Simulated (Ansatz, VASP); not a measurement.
# N in VASP and in Ansatz

The input INCAR:

```
SYSTEM = N
PREC     = Accurate       ! precision mode
ENCUT    = 520            ! plane-wave cutoff, eV
EDIFF    = 1E-8           ! SCF threshold, eV
ISMEAR   = -1             ! smearing method
SIGMA    = 0.08           ! smearing width, eV
LREAL    = .FALSE.        ! projectors in reciprocal space
LASPH    = .TRUE.         ! aspherical terms in the spheres
NELM     = 80             ! most SCF steps
ALGO     = Normal         ! electronic algorithm
ISIF     = 2              ! what is computed and relaxed
LWAVE    = .FALSE.        ! write WAVECAR
LCHARG   = .FALSE.        ! write CHGCAR
GGA      = PE             ! functional
LEFG     = .TRUE.       
NBANDS   = 12             ! bands
```

File KPOINTS:

```
regular mesh
0
G
  13 13 13
  0 0 0
```

Contents of POSCAR:

```
N
1.0
    0.0000000000      2.0920680405      2.0920680405
    2.0920680405      0.0000000000      2.0920680405
    2.0920680405      2.0920680405      0.0000000000
N
2
Direct
   -0.0071699389      0.0071699389      0.0071699389
    0.2500000000      0.2500000000      0.2500000000
```

Input for Ansatz:

```yaml
crystal:
  lattice:
    - [0.0, 2.0920680405, 2.0920680405]
    - [2.0920680405, 0.0, 2.0920680405]
    - [2.0920680405, 2.0920680405, 0.0]
  atoms:
    - { symbol: "N", position: [-0.0071699389, 0.0071699389, 0.0071699389] }
    - { symbol: "N", position: [0.25, 0.25, 0.25] }
kpoints:
  mp_grid: { grid: [13, 13, 13] }
scf:
  occupations: { method: fermi_dirac, width: 0.08 }
hamiltonian:
  xc: pbe
  pseudopotentials: { kind: all_electron, datasets: crystal }
output:
  forces: true
  stress: true
  eigenvalues: true
  efg: { contact_densities: true }
```

Alike in both runs: task electric field gradients; functional PBE; k mesh 13 × 13 × 13; occupations fermi-dirac, width 0.08 eV; no spin polarisation.

```csv
,VASP,Ansatz
version,VASP 6.6.1,Ansatz 0.2.0
potentials or method,"VASP PAW PBE potentials, release 64 (N), cutoff 520 eV","all-electron PAW with datasets made for the crystal, scalar-relativistic"
```

|  | VASP | Ansatz | Ansatz less VASP |
| --- | --- | --- | --- |
| pressure (GPa) | 0.0 | -0.1 | -0.04 |
| traceless stress, the component that is largest in VASP (GPa) | -2.68 | -2.73 | -0.053 |
| rms of the force components (eV/Å) | 0.004 | 0.005 | +0.0011 |
| size of Vzz on the site where it differs most (V/Å²) | 4.6 | 4.4 | -0.25 |

Atom by atom the forces differ by 0.001 eV/Å (rms over components). Ansatz ran all-electron here, and VASP with PAW potentials.
